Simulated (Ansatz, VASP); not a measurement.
## Ga: VASP beside Ansatz

File INCAR:

```
PREC = Accurate ; ENCUT = 600
EDIFF = 1E-6 ; ISMEAR = -1
SIGMA = 0.05 ; LREAL = F
LASPH = T ; NELM = 60
ALGO = Normal ; ISIF = 3
LWAVE = F ; LCHARG = F
GGA = RP ; IVDW = 12
IBRION = 2 ; NSW = 60
EDIFFG = -0.01
```

The input KPOINTS:

```
regular mesh
0
Gamma
  13 13 13
```

The input POSCAR:

```
Ga
1.0
   -1.3843987196      1.3843987196      2.3112238365
    1.3843987196     -1.3843987196      2.3112238365
    1.3843987196      1.3843987196     -2.3112238365
Ga
1
Direct
    0.0000000000      0.0000000000      0.0000000000
```

input.yaml

```yaml
crystal:
  lattice:
    - [-1.3843987196, 1.3843987196, 2.3112238365]
    - [1.3843987196, -1.3843987196, 2.3112238365]
    - [1.3843987196, 1.3843987196, -2.3112238365]
  atoms:
    - { symbol: Ga, position: [0.0, 0.0, 0.0] }
hamiltonian:
  xc: rpbe
  pseudopotentials: { kind: paw }
  dispersion: d3bj
kpoints:
  mp_grid: { grid: [13, 13, 13] }
scf:
  occupations: { method: fermi_dirac, width: 0.05 }
output:
  forces: true
  stress: true
  eigenvalues: true
relax:
  f_tol: 0.01
  max_steps: 40
  cell: { stress_tol: 0.05 }
```

Alike in both runs: task relaxation of cell and atoms; functional RPBE; dispersion D3(BJ); k mesh 13 × 13 × 13; occupations fermi-dirac, width 0.05 eV; no spin polarisation.

```csv
,VASP,Ansatz
version,VASP 6.6.1,Ansatz 0.2.0
potentials or method,"VASP PAW PBE potentials, release 64 (Ga_d)",Ansatz PAW
plane-wave cutoff (eV),600,420
valence electrons in the cell,13,13
```

```csv
,VASP,Ansatz,Ansatz less VASP
"gap on the k mesh at the Fermi level, each at its own relaxed structure (eV)",none,none,-
relaxed volume (Å³/atom),14.63,14.59,-0.042
relaxed cell length with the largest relative difference (Å),2.813,2.810,-0.0027
```

VASP's potentials were made for PBE, not for RPBE. A gap of «none» marks a metal or a gap that the smearing closes.

Noted on VASP's run: the volume moved by over 15 % at a fixed basis, so the end points are rough. Noted on Ansatz's run: the volume moved by over 15 % at a fixed basis, so the end points are rough; the plane-wave basis is chosen anew once the cell has moved, so the energies of steps on either side of that aren't comparable.
